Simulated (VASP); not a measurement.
Set up this calculation in VASP 6.6.1, as the native input.

```
Task                   : single point
Functional             : PBE
Dispersion             : D3(BJ)
Potentials or basis    : VASP PAW PBE potentials, release 64 (Cu)
Cutoff                 : 520 eV
k mesh                 : 4 × 4 × 1
Occupations            : gaussian, width 0.1 eV
Spin                   : no spin polarisation
Dipole correction      : yes
Further INCAR settings : LREAL = Auto; ALGO = Fast; EDIFF = 1e-07; NBANDS = 102
```

The structure of Cu lies in POSCAR:

```
Cu
1.0
    5.0393684365      0.0000000000      0.0000000000
    0.0000000000      5.0393684365      0.0000000000
    0.0000000000      0.0000000000     23.3450573916
Cu
16
Direct
    0.2500000000      0.2500000000      0.3426849575
    0.2500000000      0.7500000000      0.3426849575
    0.7500000000      0.2500000000      0.3426849575
    0.7500000000      0.7500000000      0.3426849575
    0.5000000000      0.5000000000      0.4190045727
    0.5000000000      0.0000000000      0.4190045727
    0.0000000000      0.5000000000      0.4190045727
    0.0000000000      0.0000000000      0.4190045727
    0.7503326500      0.7498560616      0.4959239237
    0.7503568991      0.2497734762      0.4959302962
    0.2499257074      0.7495454936      0.4975980600
    0.2498995631      0.2494831998      0.4976133373
    0.0072024874     -0.0008149679      0.5737089402
    0.0071983063      0.4987493046      0.5736304292
    0.4938657632     -0.0000169001      0.5738499695
    0.4940369022      0.4998167780      0.5738882193
```

The input as run:

INCAR

```
ALGO = Fast ; DIPOL = 0.5 0.5 0.458
EDIFF = 1E-7 ; ENCUT = 520
GGA = PE ; IDIPOL = 3
ISIF = 2 ; ISMEAR = 0
IVDW = 12 ; LASPH = True
LCHARG = True ; LDIPOL = True
LELF = True ; LREAL = Auto
LVACPOTAV = True ; LVHAR = True
LWAVE = False ; NBANDS = 102
NELM = 80 ; PREC = Accurate
SIGMA = 0.1
```

KPOINTS

```
k-points
0
Gamma
  4 4 1
```

Potentials or basis: VASP PAW PBE potentials, release 64 (Cu).

Run with:

```console
$ cat potpaw_PBE.64/Cu/POTCAR > POTCAR
$ mpirun -np 1 vasp_std > vasp.out
```

Results of the run:

The largest force is 0.397 eV/Å. The band gap on the k mesh is zero (bands 88 and 89 overlap by 0.96 eV) and the dispersion energy per atom is -0.417 eV.

Run time: 53 min on 1 thread of Oxide Virtual Turin-like Processor, on a shared host, peak memory 0.75 GiB.
